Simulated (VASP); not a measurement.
# Ta in VASP: settings compared, part 2 of 2

VASP 6.6.1. Earlier steps stand in the parts before.

## 3. Single point, PBE0, collinear spin

The input, POSCAR:

```
Ta
1.0
   14.0000000000      0.0000000000      0.0000000000
    0.0000000000     14.4000000000      0.0000000000
    0.0000000000      0.0000000000     14.8000000000
Ta
1
Direct
    0.5000000000      0.5000000000      0.5000000000
```

The input, INCAR.step1:

```
SYSTEM = Ta
PREC     = Accurate       ! precision mode
ENCUT    = 520            ! plane-wave cutoff, eV
EDIFF    = 1E-5           ! SCF threshold, eV
ISMEAR   = -1             ! smearing method
SIGMA    = 0.01           ! smearing width, eV
LREAL    = .FALSE.        ! projectors in reciprocal space
LASPH    = .TRUE.         ! aspherical terms in the spheres
NELM     = 150            ! most SCF steps
ALGO     = Normal         ! electronic algorithm
ISIF     = 2              ! what is computed and relaxed
LWAVE    = .TRUE.         ! write WAVECAR
LCHARG   = .FALSE.        ! write CHGCAR
ISPIN    = 2              ! spin polarisation
MAGMOM   = 3              ! initial moments
LORBIT   = 11             ! projections on sites
LMAXMIX  = 4              ! l up to which the mixer works
NBANDS   = 16             ! bands
GGA      = PE             ! functional
ISYM     = 0
```

The input, INCAR.step2:

```
SYSTEM = Ta
PREC     = Accurate       ! precision mode
ENCUT    = 520            ! plane-wave cutoff, eV
EDIFF    = 1E-6           ! SCF threshold, eV
ISMEAR   = -1             ! smearing method
SIGMA    = 0.01           ! smearing width, eV
LREAL    = .FALSE.        ! projectors in reciprocal space
LASPH    = .TRUE.         ! aspherical terms in the spheres
NELM     = 150            ! most SCF steps
ALGO     = Normal         ! electronic algorithm
ISIF     = 2              ! what is computed and relaxed
LWAVE    = .FALSE.        ! write WAVECAR
LCHARG   = .FALSE.        ! write CHGCAR
ISPIN    = 2              ! spin polarisation
MAGMOM   = 3              ! initial moments
LORBIT   = 11             ! projections on sites
LMAXMIX  = 4              ! l up to which the mixer works
GGA      = PE             ! functional
LHFCALC  = .TRUE.         ! exact exchange
AEXX     = 0.25           ! exact-exchange fraction
PRECFOCK = Normal       
NBANDS   = 16             ! bands
ISTART   = 1            
ISYM     = 0
```

The input, KPOINTS:

```
Automatic mesh
0
G
  1 1 1
  0 0 0
```

Potentials or basis: VASP PAW PBE potentials, release 64 (Ta_pv).

The run is started by

```sh
cat potpaw_PBE.64/Ta_pv/POTCAR > POTCAR
cp INCAR.step1 INCAR
mpirun -np 1 vasp_gam > vasp.out
cp INCAR.step2 INCAR
mpirun -np 1 vasp_gam > vasp.out
```

OUTCAR:

```text
SYSTEM = Ta
   PREC = Accurate
   ENCUT = 520
   EDIFF = 1E-6
   ISMEAR = -1
   LREAL = .FALSE.
   LASPH = .TRUE.
   NELM = 150
   ISIF = 2
   ISPIN = 2
   LORBIT = 11
   GGA = PE
   LHFCALC = .TRUE.
   AEXX = 0.25
   PRECFOCK = Normal
   ISTART = 1
   ISYM = 0

 ion  position               nearest neighbor table
   1  0.500  0.500  0.500-

IMPORTANT INFORMATION: All symmetrisations will be switched off!
NOSYMM: (Re-)initialisation of all symmetry stuff for point group C_1.

----------------------------------------------------------------------------------------

                                     Primitive cell

  volume of cell :    2983.6800

  direct lattice vectors                    reciprocal lattice vectors
    14.000000000  0.000000000  0.000000000     0.071428571  0.000000000  0.000000000
     0.000000000 14.400000000  0.000000000     0.000000000  0.069444444  0.000000000
     0.000000000  0.000000000 14.800000000     0.000000000  0.000000000  0.067567568

  length of vectors
    14.000000000 14.400000000 14.800000000     0.071428571  0.069444444  0.067567568

  position of ions in fractional coordinates (direct lattice)
     0.500000000  0.500000000  0.500000000

  ion indices of the primitive-cell ions
   primitive index   ion index
                 1           1

----------------------------------------------------------------------------------------

 KPOINTS: Automatic mesh

Automatic generation of k-mesh.
 Grid dimensions read from file:
 generate k-points for:    1    1    1

 Generating k-lattice:

  Cartesian coordinates                     Fractional coordinates (reciprocal lattice)
     0.071428571  0.000000000  0.000000000     1.000000000  0.000000000  0.000000000
     0.000000000  0.069444444  0.000000000     0.000000000  1.000000000  0.000000000
     0.000000000  0.000000000  0.067567568     0.000000000  0.000000000  1.000000000

  Length of vectors
     0.071428571  0.069444444  0.067567568

  Shift w.r.t. Gamma in fractional coordinates (k-lattice)
     0.000000000  0.000000000  0.000000000

 Subroutine IBZKPT returns following result:
 ===========================================

 Found      1 irreducible k-points:

 Following reciprocal coordinates:
            Coordinates               Weight
  0.000000  0.000000  0.000000      1.000000
   k-points           NKPTS =      1   k-points in BZ     NKDIM =      1   number of bands    NBANDS=     16
   number of dos      NEDOS =    301   number of ions     NIONS =      1
   total plane-waves  NPLWV = ******
   dimension x,y,z NGX =   108 NGY =  108 NGZ =  112
   dimension x,y,z NGXF=   216 NGYF=  216 NGZF=  224
   ions per type =               1
   NGX,Y,Z   is equivalent  to a cutoff of  12.82, 12.47, 12.58 a.u.
   NGXF,Y,Z  is equivalent  to a cutoff of  25.65, 24.94, 25.16 a.u.
 SYSTEM =  Ta
   PREC   = accura    normal or accurate (medium, high low for compatibility)
   ISTART =      1    job   : 0-new  1-cont  2-samecut
   ICHARG =      0    charge: 1-file 2-atom 10-const
   ISPIN  =      2    spin polarized calculation?
   LNONCOLLINEAR =      F non collinear calculations
   LSORBIT =      F    spin-orbit coupling
   LASPH  =      T    aspherical Exc in radial PAW
   ENCUT  =  520.0 eV  38.22 Ry    6.18 a.u.  26.03 26.77 27.52*2*pi/ulx,y,z
   NELM   =    150;   NELMIN=  2; NELMDL=  0     # of ELM steps
   EDIFF  = 0.1E-05   stopping-criterion for ELM
   LREAL  =      F    real-space projection
   EDIFFG = 0.1E-04   stopping-criterion for IOM
   NSW    =      0    number of steps for IOM
   IBRION =     -1    ionic relax: 0-MD 1-quasi-New 2-CG
   NFREE  =      0    steps in history (QN), initial steepest desc. (CG)
   ISIF   =      2    stress and relaxation
   ISYM   =      0    0-nonsym 1-usesym 2-fastsym
   POTIM  = 0.5000    time-step for ionic-motion
   TEBEG  =    0.0;   TEEND  =   0.0 temperature during run
   PSTRESS=    0.0 pullay stress
   NELECT =      11.0000    total number of electrons
   NUPDOWN=      -1.0000    fix difference up-down
   EMIN   =  10.00;   EMAX   =-10.00  energy-range for DOS
   EFERMI =   0.00;   METHOD = LEGACY
   ISMEAR =    -1;   SIGMA  =   0.01  broadening in eV -4-tet -1-fermi 0-gaus
   EFERMI_NEDOS =   21; number of points for ismear=-14 and -15
   IALGO  =     38    algorithm
   IMIX   =      1    mixing-type and parameters
     AMIX     =   0.40;   BMIX     =  1.00
     AMIX_MAG =   1.60;   BMIX_MAG =  1.00
  volume/ion in A,a.u.               =    2983.68     20134.87
  Fermi-wavevector in a.u.,A,eV,Ry     =   0.252904  0.477918  0.870232  0.063960
  Thomas-Fermi vector in A             =   1.072337
   LORBIT       =     11    0 simple, 1 ext, 2 COOP (PROOUT), +10 PAW based schemes
   GGA     = PE    functional components
   LHFCALC =     T    Hartree Fock is set to
   PRECFOCK=normal    Normal, Fast or Accurate (Low or Medium for compatibility)
   ENCUT4O =  -1.0   cutoff for four orbital integrals eV
   NKREDX  =     1    reduce k-point grid by
   NKREDY  =     1    reduce k-point grid by
   NKREDZ  =     1    reduce k-point grid by
   AEXX    =    0.2500 exact exchange contribution
   HFSCREEN=    0.0000 screening length (either q_TF or 0.3 A-1)
   HFSCREENC=   0.0000 screening length for correlation (either q_TF or 0.3 A-1)
   ENCUTFOCK=  -1.0 apply spherical cutoff to Coloumb kernel
   IVDW    =     0    specifies the selected vdW correction
   LEPSILON=     F    determine dielectric tensor
   LRPA    =     F    only Hartree local field effects (RPA)
 spin polarized calculation
  energy-cutoff  :      520.00
  volume of cell :     2983.68
 maximum number of plane-waves:     40220
 NGX is ok and might be reduce to   108
  NGX = 80; NGY = 84; NGZ = 84

 number of electron      11.0000000 magnetization       3.0000000

 Free energy of the ion-electron system (eV)
  ---------------------------------------------------
  ext. energy  EPLUGINS =         0.00000000
  ---------------------------------------------------
  free energy    TOTEN  =        -7.06314505 eV

  energy without entropy =       -7.06314505  energy(sigma->0) =       -7.06314505

 E-fermi :  -4.8244     XC(G=0):  -0.3603

 val. band max:       -5.1811438792   @ k =   0.0000   0.0000   0.0000
 cond. band min:      -2.2851723194   @ k =   0.0000   0.0000   0.0000
 fundamental gap:      2.8959715599
 Fermi energy:        -4.8243805572

 spin component 1

 k-point     1 :       0.0000    0.0000    0.0000
  band No.  band energies     occupation
      1     -42.6079      1.00000
      2     -42.6077      1.00000
      3     -42.6076      1.00000
      4      -6.3658      1.00000
      5      -5.5447      1.00000
      6      -5.5442      1.00000
[... 8 lines left out ...]
     15       0.6798      0.00000
     16       0.7517      0.00000
 Fermi energy:        -4.8243805572

 spin component 2

 k-point     1 :       0.0000    0.0000    0.0000
  band No.  band energies     occupation
      1     -40.6621      1.00000
      2     -40.6619      1.00000
      3     -40.6615      1.00000
      4      -5.1811      1.00000
      5      -1.4133      0.00000
      6      -1.4132      0.00000
[... 8 lines left out ...]
     15       0.6629      0.00000
     16       0.7820      0.00000

------------------------ aborting loop because EDIFF is reached ----------------------------------------

  FORCE on cell =-STRESS in cart. coord.  units (eV):
  Direction    XX          YY          ZZ          XY          YZ          ZX
  --------------------------------------------------------------------------------------
  -------------------------------------------------------------------------------------
  Total       -0.0376844     -0.0380137     -0.0377505      0.0004601     -0.0001252      0.0005496
  in kB       -0.0202358     -0.0204126     -0.0202712      0.0002470     -0.0000672      0.0002951
  external PRESSURE =      -0.0203065 kB  Pullay stress =       0.0000000 kB

 VOLUME and BASIS-vectors are now :
 -----------------------------------------------------------------------------
  energy-cutoff  :      520.00
  volume of cell :     2983.68
      direct lattice vectors                 reciprocal lattice vectors
    14.000000000  0.000000000  0.000000000     0.071428571  0.000000000  0.000000000
     0.000000000 14.400000000  0.000000000     0.000000000  0.069444444  0.000000000
     0.000000000  0.000000000 14.800000000     0.000000000  0.000000000  0.067567568

 POSITION                                       TOTAL-FORCE (eV/Angst)
 -----------------------------------------------------------------------------------
      7.00000      7.20000      7.40000        -0.000000      0.000000      0.000000
 -----------------------------------------------------------------------------------
    total drift:                               -0.000000      0.000000      0.000000

  FREE ENERGIE OF THE ION-ELECTRON SYSTEM (eV)
  ---------------------------------------------------
  free  energy   TOTEN  =        -7.0631450453 eV

  energy  without entropy=       -7.0631450453  energy(sigma->0) =       -7.06314505

 total charge

# of ion       s       p       d       tot
------------------------------------------
    1        0.517   5.904   2.133   8.554

 magnetization (x)

# of ion       s       p       d       tot
------------------------------------------
    1        0.030  -0.001   2.133   2.163
```

Wall time 55 min (1 thread of Intel Xeon 8259CL, shared host); peak memory 2.9 GiB.

What came out:

- Free energy: -7.0631 eV
- Pressure: 0.0 GPa
- Band gap on the k mesh: 2.90 eV
- Net moment: 3.00 μB per cell
- Site moments: Ta +2.16 μB
- Valence electrons inside the program's atomic spheres: Ta 8.55

Levels at points of the mesh, in eV from the valence-band top:
Spin up:
```csv
k point,band 3,band 4,band 5,band 6,band 7,band 8,band 9,band 10,band 11,band 12
"(0.00, 0.00, 0.00)",-37.43,-1.18,-0.36,-0.36,-0.36,2.90,2.90,4.25,4.25,4.26
```
Spin down:
| k point | band 1 | band 2 | band 3 | band 4 | band 5 | band 6 | band 7 | band 8 | band 9 |
| --- | --- | --- | --- | --- | --- | --- | --- | --- | --- |
| (0.00, 0.00, 0.00) | -35.48 | -35.48 | -35.48 | 0.00 | 3.77 | 3.77 | 4.29 | 4.29 | 4.29 |

Caveat: the PAW data sets were made with another functional, which shifts forces and pressure a little; spin-orbit coupling is left out, which moves the levels of the heavy elements.
